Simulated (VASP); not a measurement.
A run of VASP 6.6.1:

File INCAR:

```
PREC = Accurate ; ENCUT = 520
EDIFF = 1E-8 ; ISMEAR = -1
SIGMA = 0.02 ; LREAL = Auto
LASPH = T ; NELM = 100
ALGO = Normal ; ISIF = 2
LWAVE = F ; LCHARG = F
GGA = PE ; LEFG = T
NBANDS = 88
```

Contents of KPOINTS:

```
Automatic mesh
0
Gamma
  3 5 3
```

Contents of POSCAR:

```
Cs6AlSb3
1.0
   10.8446000000      0.0000000000      0.0000000000
    0.0000000000      6.5069000000      0.0000000000
   -2.4137997492      0.0000000000     12.4760404589
Cs Al Sb
12 2 6
Direct
    0.6185900000      0.2500000000      0.1740900000
    0.3814100000      0.7500000000      0.8259100000
    0.2548800000      0.2500000000      0.2831400000
    0.7451200000      0.7500000000      0.7168600000
    0.9576300000      0.2500000000      0.4229800000
    0.0423700000      0.7500000000      0.5770200000
    0.5988500000      0.2500000000      0.8656800000
    0.4011500000      0.7500000000      0.1343200000
    0.6315800000      0.2500000000      0.5190400000
    0.3684200000      0.7500000000      0.4809600000
    0.9474500000      0.2500000000      0.0518000000
    0.0525500000      0.7500000000      0.9482000000
    0.8244000000      0.7500000000      0.2208600000
    0.1756000000      0.2500000000      0.7791400000
    0.6883300000      0.7500000000      0.3752600000
    0.3116700000      0.2500000000      0.6247400000
    0.0701300000      0.7500000000      0.2678900000
    0.9298700000      0.2500000000      0.7321100000
    0.7126300000      0.7500000000      0.0188300000
    0.2873700000      0.2500000000      0.9811700000
```

Potentials or basis: VASP PAW PBE potentials, release 64 (Cs_sv, Al, Sb).

Run with:

```bash
$ cat potpaw_PBE.64/Cs_sv/POTCAR potpaw_PBE.64/Al/POTCAR potpaw_PBE.64/Sb/POTCAR > POTCAR
$ mpirun -np 1 vasp_std > vasp.out
```

Hardware: 1 thread of Intel(R) Xeon(R) 6975P-C (Granite Rapids) (shared host).

Task: Estimate the wall time of this run.

Result: Run time: 17 min on 1 thread of Intel(R) Xeon(R) 6975P-C (Granite Rapids), with other jobs on the host, peak memory 1.2 GiB. Counts: scf iterations 20, k points 15.
